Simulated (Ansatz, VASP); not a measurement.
## One calculation of KCl, two programs

The input INCAR:

```
PREC = Accurate
ENCUT = 520
EDIFF = 1E-6
ISMEAR = 0
SIGMA = 0.05
LREAL = F
LASPH = T
NELM = 80
ALGO = Normal
ISIF = 2
LWAVE = F
LCHARG = F
GGA = PS
NBANDS = 24
```

KPOINTS

```
regular mesh
0
Gamma
  6 6 6
```

Contents of POSCAR:

```
KCl
1.0
    0.0000000000     -3.1207041401     -3.1207041401
   -3.1207041401      0.0000000000     -3.1207041401
    3.1207041401      3.1207041401     -6.2414082803
K Cl
2 2
Direct
    0.4922020379      0.5193831556      0.4967459532
    0.0273222427      0.9741087508     -0.0032540468
    0.7392331991      0.7535889336      0.7535889336
    0.2392331991      0.2535889336      0.2535889336
```

Input for Ansatz:

```yaml
crystal:
  lattice:
    - [0.0, -3.1207041401, -3.1207041401]
    - [-3.1207041401, 0.0, -3.1207041401]
    - [3.1207041401, 3.1207041401, -6.2414082803]
  atoms:
    - { symbol: K, position: [0.4922020379, 0.5193831556, 0.4967459532] }
    - { symbol: K, position: [0.0273222427, 0.9741087508, -0.0032540468] }
    - { symbol: Cl, position: [0.7392331991, 0.7535889336, 0.7535889336] }
    - { symbol: Cl, position: [0.2392331991, 0.2535889336, 0.2535889336] }
basis:
  ecutwfc: 420
kpoints:
  mp_grid: { grid: [6, 6, 6] }
hamiltonian:
  xc: pbesol
scf:
  occupations: { method: gaussian, width: 0.05 }
output:
  forces: true
  stress: true
  eigenvalues: true
```

Change from the starting cell: mode 4 frozen in at -0.091 Å and mode 9 at -0.045 Å (largest displacements).

Alike in both runs: task single point; functional PBEsol; k mesh 6 × 6 × 6; occupations gaussian, width 0.05 eV; no spin polarisation.

|  | VASP | Ansatz |
| --- | --- | --- |
| version | VASP 6.6.1 | Ansatz 0.2.0 |
| potentials or method | VASP PAW PBE potentials, release 64 (K_sv, Cl), cutoff 520 eV | scalar-relativistic, plane waves, PAW |
| valence electrons in the cell | 32 | 32 |

```csv
,VASP,Ansatz,Ansatz less VASP
gap on the k mesh at the Fermi level (eV),5.10,5.11,+0.004
least direct gap on the mesh (eV),5.10,5.11,+0.004
pressure (GPa),0.2,0.1,-0.04
"traceless stress, the component that is largest in VASP (GPa)",0.15,0.14,-0.003
rms of the force components (eV/Å),0.091,0.089,-0.0021
```

VASP's potentials were made for PBE, not for PBEsol. Atom by atom the forces differ by 0.002 eV/Å (rms over components). With one functional, cell and mesh, what is left measures potentials, basis and numerics.
